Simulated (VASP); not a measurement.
# Hf (P6_3/mmc) in VASP: further runs

Runs on Hf. Level: PBE. Tasks: single point.

Everything below comes from runs of VASP 6.6.1. Logs are shortened: lines on timing, memory, paths and dates and some standing lists are left out, and cuts for length are marked.

### 1 The cell of the first run

The structure is hexagonal, space group P6_3/mmc (No. 194). Conventional cell: a = 3.205 Å, b = 3.205 Å, c = 5.074 Å, α = 90.00°, β = 90.00°, γ = 120.00°. Hf (site symmetry -6m2) has 12 Hf at 3.14 to 3.20 Å within 4.1 Å.

### 2 Single point, PBE

INCAR reads:

```
SYSTEM = Hf
PREC = Accurate
ENCUT = 520
EDIFF = 1E-6
ISMEAR = -1
SIGMA = 0.1
LREAL = .False.
LASPH = .True.
NELM = 100
ALGO = Normal
ISIF = 2
LWAVE = .False.
LCHARG = .True.
GGA = PE
LELF = .True.
LVHAR = .True.
NBANDS = 17
```

KPOINTS reads:

```
regular mesh
0
Gamma
  11 11 6
  0 0 0
```

POSCAR reads:

```
Hf
1.0
    3.2045059552      0.0000000000      0.0000000000
   -1.6022529776      2.7751835638      0.0000000000
    0.0000000000      0.0000000000      5.0738215932
Hf
2
Direct
    0.3333333333      0.6666666667      0.2500000000
    0.6666666667      0.3333333333      0.7500000000
```

Potentials or basis: VASP PAW PBE potentials, release 64 (Hf_pv).

Command:

```bash
cat potpaw_PBE.64/Hf_pv/POTCAR > POTCAR
mpirun -np 1 vasp_std > vasp.out
```

OUTCAR:

```text
SYSTEM = Hf
   PREC = Accurate
   ENCUT = 520
   EDIFF = 1E-6
   ISMEAR = -1
   LREAL = .False.
   LASPH = .True.
   NELM = 100
   ISIF = 2
   GGA = PE

 ion  position               nearest neighbor table
   1  0.333  0.667  0.250-   2 3.14   2 3.14   2 3.14   2 3.14   2 3.14   2 3.14
   2  0.667  0.333  0.750-   1 3.14   1 3.14   1 3.14   1 3.14   1 3.14   1 3.14

  LATTYP: Found a hexagonal cell.
 ALAT       =     3.2045059552
 C/A-ratio  =     1.5833397298

  Lattice vectors:

 A1 = (   3.2045059552,   0.0000000000,   0.0000000000)
 A2 = (  -1.6022529776,   2.7751835638,   0.0000000000)
 A3 = (   0.0000000000,   0.0000000000,   5.0738215932)

Analysis of symmetry for initial positions (statically):
=====================================================================
 Subroutine PRICEL returns:
 Original cell was already a primitive cell.

 Routine SETGRP: Setting up the symmetry group for a
 hexagonal supercell.

 Subroutine GETGRP returns: Found 24 space group operations
 (whereof 12 operations were pure point group operations)
 out of a pool of 24 trial point group operations.

The static configuration has the point symmetry D_3d.
 The point group associated with its full space group is D_6h.

Analysis of symmetry for dynamics (positions and initial velocities):
=====================================================================
 Subroutine PRICEL returns:
 Original cell was already a primitive cell.

 Routine SETGRP: Setting up the symmetry group for a
 hexagonal supercell.

 Subroutine GETGRP returns: Found 24 space group operations
 (whereof 12 operations were pure point group operations)
 out of a pool of 24 trial point group operations.

The dynamic configuration has the point symmetry D_3d.
 The point group associated with its full space group is D_6h.

 Subroutine INISYM returns: Found 24 space group operations
 (whereof 12 operations are pure point group operations),
 and found     1 'primitive' translations

----------------------------------------------------------------------------------------

                                     Primitive cell

  volume of cell :      45.1220

[... 74 lines left out ...]
   dimension x,y,z NGXF=    48 NGYF=   48 NGZF=   80
   ions per type =               2
   NGX,Y,Z   is equivalent  to a cutoff of  12.45, 12.45, 13.11 a.u.
   NGXF,Y,Z  is equivalent  to a cutoff of  24.90, 24.90, 26.21 a.u.
 SYSTEM =  Hf
   PREC   = accura    normal or accurate (medium, high low for compatibility)
   ISTART =      0    job   : 0-new  1-cont  2-samecut
   ICHARG =      2    charge: 1-file 2-atom 10-const
   ISPIN  =      1    spin polarized calculation?
   LNONCOLLINEAR =      F non collinear calculations
   LSORBIT =      F    spin-orbit coupling
   LASPH  =      T    aspherical Exc in radial PAW
   ENCUT  =  520.0 eV  38.22 Ry    6.18 a.u.   5.96  5.96  9.43*2*pi/ulx,y,z
   NELM   =    100;   NELMIN=  2; NELMDL= -5     # of ELM steps
   EDIFF  = 0.1E-05   stopping-criterion for ELM
   LREAL  =      F    real-space projection
   EDIFFG = 0.1E-04   stopping-criterion for IOM
   NSW    =      0    number of steps for IOM
   IBRION =     -1    ionic relax: 0-MD 1-quasi-New 2-CG
   NFREE  =      0    steps in history (QN), initial steepest desc. (CG)
   ISIF   =      2    stress and relaxation
   ISYM   =      2    0-nonsym 1-usesym 2-fastsym
   POTIM  = 0.5000    time-step for ionic-motion
   TEBEG  =    0.0;   TEEND  =   0.0 temperature during run
   PSTRESS=    0.0 pullay stress
   NELECT =      20.0000    total number of electrons
   NUPDOWN=      -1.0000    fix difference up-down
   EMIN   =  10.00;   EMAX   =-10.00  energy-range for DOS
   EFERMI =   0.00;   METHOD = LEGACY
   ISMEAR =    -1;   SIGMA  =   0.10  broadening in eV -4-tet -1-fermi 0-gaus
   EFERMI_NEDOS =   21; number of points for ismear=-14 and -15
   IALGO  =     38    algorithm
   IMIX   =      4    mixing-type and parameters
     AMIX     =   0.40;   BMIX     =  1.00
     AMIX_MAG =   1.60;   BMIX_MAG =  1.00
  volume/ion in A,a.u.               =      22.56       152.25
  Fermi-wavevector in a.u.,A,eV,Ry     =   1.248213  2.358781 21.198375  1.558037
  Thomas-Fermi vector in A             =   2.382310
   LORBIT       =      0    0 simple, 1 ext, 2 COOP (PROOUT), +10 PAW based schemes
   GGA     = PE    functional components
   LHFCALC =     F    Hartree Fock is set to
   AEXX    =    0.0000 exact exchange contribution
   IVDW    =     0    specifies the selected vdW correction
   LEPSILON=     F    determine dielectric tensor
   LRPA    =     F    only Hartree local field effects (RPA)
 non-spin polarized calculation
  energy-cutoff  :      520.00
  volume of cell :       45.12
 maximum number of plane-waves:      1231
 NGX is ok and might be reduce to    24
   NGX = 11   NGY = 11   NGZ = 19

 number of electron      20.0000006 magnetization

 Free energy of the ion-electron system (eV)
  ---------------------------------------------------
  ext. energy  EPLUGINS =         0.00000000
  ---------------------------------------------------
  free energy    TOTEN  =       -19.87629060 eV

  energy without entropy =      -19.81869889  energy(sigma->0) =      -19.84749474

 E-fermi :   4.8435     XC(G=0): -11.2450

 val. band max:        4.8237440768   @ k =   0.0909  -0.0000   0.5000
 cond. band min:       4.9005819520   @ k =   0.2727   0.1818   0.5000
 fundamental gap:      0.0768378752
 Fermi energy:         4.8434633714

 k-point     1 :       0.0000    0.0000    0.0000
  band No.  band energies     occupation
      1     -26.2163      2.00000
      2     -25.4982      2.00000
      3     -25.4982      2.00000
      4     -25.3749      2.00000
      5     -25.3743      2.00000
      6     -25.3743      2.00000
[... 457 lines left out ...]
      4     -25.5690      2.00000
      5     -25.4486      2.00000
      6     -25.4357      2.00000
[... 9 lines left out ...]
     16       8.5375      0.00000
     17      10.6612      0.00000

 [... further k-points ...]
[... 5 lines left out ...]
  --------------------------------------------------------------------------------------
  -------------------------------------------------------------------------------------
  Total       -0.1177184     -0.1177184     -0.1423259      0.0000000      0.0000000      0.0000000
  in kB       -4.1799117     -4.1799117     -5.0536661      0.0000000      0.0000000      0.0000000
  external PRESSURE =      -4.4711632 kB  Pullay stress =       0.0000000 kB

 VOLUME and BASIS-vectors are now :
 -----------------------------------------------------------------------------
  energy-cutoff  :      520.00
  volume of cell :       45.12
      direct lattice vectors                 reciprocal lattice vectors
     3.204505955  0.000000000  0.000000000     0.312060584  0.180168262  0.000000000
    -1.602252978  2.775183564  0.000000000     0.000000000  0.360336524  0.000000000
     0.000000000  0.000000000  5.073821593     0.000000000  0.000000000  0.197090099

 POSITION                                       TOTAL-FORCE (eV/Angst)
 -----------------------------------------------------------------------------------
     -0.00000      1.85012      1.26846         0.000000      0.000000      0.000000
      1.60225      0.92506      3.80537        -0.000000      0.000000      0.000000
 -----------------------------------------------------------------------------------
    total drift:                               -0.000000      0.000000     -0.000000

  FREE ENERGIE OF THE ION-ELECTRON SYSTEM (eV)
  ---------------------------------------------------
  free  energy   TOTEN  =       -19.8762906010 eV

  energy  without entropy=      -19.8186988859  energy(sigma->0) =      -19.84749474
```

OSZICAR:

```text
N       E                     dE             d eps       ncg     rms          rms(c)
DAV:   1     0.517178431441E+02    0.51718E+02   -0.11328E+04  2176   0.111E+03
DAV:   2    -0.186612832859E+02   -0.70379E+02   -0.68675E+02  2798   0.250E+02
DAV:   3    -0.205825890093E+02   -0.19213E+01   -0.19015E+01  2772   0.276E+01
DAV:   4    -0.206000057745E+02   -0.17417E-01   -0.17400E-01  2758   0.304E+00
DAV:   5    -0.206001770636E+02   -0.17129E-03   -0.17126E-03  2806   0.276E-01    0.648E+01
DAV:   6    -0.200698392720E+02    0.53034E+00   -0.50023E-01  2558   0.455E+00    0.384E+01
DAV:   7    -0.198868617372E+02    0.18298E+00   -0.84129E-01  2642   0.565E+00    0.185E+00
DAV:   8    -0.198761952616E+02    0.10666E-01   -0.53995E-02  2495   0.151E+00    0.322E-01
DAV:   9    -0.198763019995E+02   -0.10674E-03   -0.11670E-03  2972   0.243E-01    0.193E-01
DAV:  10    -0.198762874791E+02    0.14520E-04   -0.64824E-05  2585   0.535E-02    0.241E-01
DAV:  11    -0.198762904818E+02   -0.30027E-05   -0.68240E-06  2773   0.188E-02    0.130E-02
DAV:  12    -0.198762906010E+02   -0.11916E-06   -0.41126E-07  1541   0.441E-03
   1 F= -.19876291E+02 E0= -.19847495E+02  d E =-.575917E-01
```

It took 52 s on 1 thread of Intel Xeon 8259CL, shared host; peak memory 0.18 GiB.

What came out:

- Free energy: -19.8763 eV
- Pressure: -0.4 GPa
- Band gap on the k mesh: zero (band 10 reaches 6.04 eV, above the bottom of band 11 at 4.56 eV)

Stress tensor (GPa, compression positive):
```
-0.42  0.00  0.00
 0.00 -0.42  0.00
 0.00  0.00 -0.51
```

Levels at points of the mesh, in eV from the Fermi level:
| k point | band 6 | band 7 | band 8 | band 9 | band 10 | band 11 | band 12 | band 13 | band 14 | band 15 |
| --- | --- | --- | --- | --- | --- | --- | --- | --- | --- | --- |
| (0.00, 0.00, 0.00) | -30.22 | -7.34 | -3.67 | 0.62 | 1.20 | 1.20 | 1.46 | 2.01 | 2.01 | 2.64 |
| (0.00, 0.00, 0.50) | -30.28 | -5.38 | -5.38 | 0.16 | 0.16 | 1.09 | 1.09 | 1.09 | 1.09 | 4.77 |

Caveat: spin-orbit coupling is left out, which moves the levels of the heavy elements.

### 3 Single point, PBE

INCAR reads:

```
SYSTEM = Hf
PREC = Accurate
ENCUT = 520
EDIFF = 1E-6
ISMEAR = -1
SIGMA = 0.01
LREAL = .FALSE.
LASPH = .TRUE.
NELM = 100
ALGO = Normal
ISIF = 2
LWAVE = .FALSE.
LCHARG = .FALSE.
GGA = PE
NBANDS = 17
```

KPOINTS reads:

```
Automatic mesh
0
G
  11 11 6
  0 0 0
```

POSCAR is that of step 2.

Potentials or basis: VASP PAW PBE potentials, release 64 (Hf_pv).

Command:

```bash
cat potpaw_PBE.64/Hf_pv/POTCAR > POTCAR
mpirun -np 1 vasp_std > vasp.out
```

Run time: 51 s. Hardware: 1 thread of Intel Xeon 8259CL, shared host; peak memory 0.18 GiB.

It converged, with:

```yaml
Free_energy: -19.8466 eV
Pressure: -0.3 GPa
Band_gap_on_the_k_mesh: zero (band 10 reaches 6.04 eV, above the bottom of band 11 at 4.56 eV)
```

Stress tensor (GPa, compression positive):
```
-0.31  0.00  0.00
 0.00 -0.31  0.00
 0.00  0.00 -0.22
```

Levels at points of the mesh, in eV from the Fermi level:
| k point | band 7 | band 8 | band 9 | band 10 | band 11 | band 12 | band 13 | band 14 |
| --- | --- | --- | --- | --- | --- | --- | --- | --- |
| (0.00, 0.00, 0.00) | -7.32 | -3.65 | 0.64 | 1.21 | 1.21 | 1.48 | 2.02 | 2.02 |
| (0.00, 0.00, 0.50) | -5.36 | -5.36 | 0.18 | 0.18 | 1.10 | 1.10 | 1.10 | 1.10 |

Caveat: spin-orbit coupling is left out, which moves the levels of the heavy elements.

### 4 Single point, PBE

INCAR reads:

```
SYSTEM = Hf
  PREC = Accurate
  ENCUT = 520
  EDIFF = 1E-6
  ISMEAR = -1
  SIGMA = 0.03
  LREAL = .FALSE.
  LASPH = .TRUE.
  NELM = 80
  ALGO = Normal
  ISIF = 2
  LWAVE = .FALSE.
  LCHARG = .FALSE.
  GGA = PE
  NBANDS = 17
```

KPOINTS is that of step 3.

POSCAR is that of step 3.

Command:

```bash
cat potpaw_PBE.64/Hf_pv/POTCAR > POTCAR
mpirun -np 1 vasp_std > vasp.out
```

Wall time 53 s (1 thread of Intel Xeon 8259CL, shared host); peak memory 0.18 GiB.

Results (log left out):

```yaml
Free_energy: -19.8498 eV
Pressure: -0.4 GPa
Band_gap_on_the_k_mesh: zero (band 10 reaches 6.04 eV, above the bottom of band 11 at 4.56 eV)
```

Stress tensor (GPa, compression positive):
```
-0.38  0.00  0.00
 0.00 -0.38  0.00
 0.00  0.00 -0.30
```

Levels at points of the mesh, in eV from the Fermi level:
```tsv
k point	band 7	band 8	band 9	band 10	band 11	band 12	band 13	band 14
(0.00, 0.00, 0.00)	-7.34	-3.67	0.62	1.19	1.19	1.46	2.00	2.00
(0.00, 0.00, 0.50)	-5.38	-5.38	0.16	0.16	1.09	1.09	1.09	1.09
```

Caveat: spin-orbit coupling is left out, which moves the levels of the heavy elements.

(Part 1 of 2 ends here.)
